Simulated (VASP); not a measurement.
Input of a VASP 6.6.1 run:

POSCAR

```
Na
1.0
   -1.7938690636      1.7938690636      1.7938690636
    1.7938690636     -1.7938690636      1.7938690636
    1.7938690636      1.7938690636     -1.7938690636
Na
1
Direct
    0.0000000000      0.0000000000      0.0000000000
```

Contents of INCAR.step1:

```
ALGO = Normal ; EDIFF = 1E-4
ENCUT = 520 ; GGA = PE
ISMEAR = 0 ; LASPH = T
LCHARG = F ; LREAL = F
LWAVE = T ; NBANDS = 10
NELM = 60 ; PREC = Accurate
SIGMA = 0.1
```

Contents of INCAR.step2:

```
ALGO = Normal ; EDIFF = 1E-7
ENCUT = 520 ; ISIF = 2
ISMEAR = 0 ; ISTART = 1
LASPH = T ; LCHARG = F
LMIXTAU = T ; LREAL = F
LWAVE = F ; METAGGA = R2SCAN
NBANDS = 10 ; NELM = 60
PREC = Accurate ; SIGMA = 0.1
```

The input KPOINTS:

```
k-points
0
Gamma
  8 8 8
```

Potentials or basis: VASP PAW PBE potentials, release 64 (Na_pv).

Launch:

```sh
$ cat potpaw_PBE.64/Na_pv/POTCAR > POTCAR
$ cp INCAR.step1 INCAR
$ mpirun -np 1 vasp_std > vasp.out
$ cp INCAR.step2 INCAR
$ mpirun -np 1 vasp_std > vasp.out
```

Predict the pressure.

9.5 GPa.

Caveat: the PAW data sets were made with another functional, which shifts forces and pressure a little.
